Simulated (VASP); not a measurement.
Here is a VASP 6.6.1 calculation.

File INCAR:

```
ALGO     = Normal         # electronic algorithm
EDIFF    = 1E-6           # SCF threshold, eV
ENCUT    = 910            # plane-wave cutoff, eV
GGA      = CA             # functional
GGA_COMPAT= F            
ISIF     = 2              # what is computed and relaxed
ISMEAR   = -1             # smearing method
LASPH    = T              # aspherical terms in the spheres
LCHARG   = T              # write CHGCAR
LELF     = T              # ELF
LREAL    = F              # projectors in reciprocal space
LVHAR    = T            
LWAVE    = F              # write WAVECAR
NBANDS   = 26             # bands
NELM     = 120            # most SCF steps
PREC     = Accurate       # precision mode
SIGMA    = 0.1            # smearing width, eV
```

Contents of KPOINTS:

```
k-points
0
Gamma
  14 14 8
```

The input POSCAR:

```
GaN
1.0
    3.1518145789      0.0000000000      0.0000000000
   -1.5759072894      2.7295514933      0.0000000000
    0.0000000000      0.0000000000      5.1383977941
Ga N
2 2
Direct
    0.3333333333      0.6666666667     -0.0007042243
    0.6666666667      0.3333333333      0.4992957757
    0.3333333333      0.6666666667      0.3757042243
    0.6666666667      0.3333333333      0.8757042243
```

Potentials or basis: VASP PAW LDA potentials, release 64 (Ga_d, N_h).

Launch:

```sh
$ cat potpaw_LDA.64/Ga_d/POTCAR potpaw_LDA.64/N_h/POTCAR > POTCAR
$ mpirun -np 1 vasp_std > vasp.out
```

Problem. What does it give for the band gap on the k mesh?

Solution. 2.15 eV.

Problem. Estimate the pressure.

Solution. 1.1 GPa.

Caveat: the cutoff is under 1.25 times the usual one of these potentials, so pressure, stress and relaxed cells hold a basis-set (Pulay) error. A k mesh can miss the band edges.
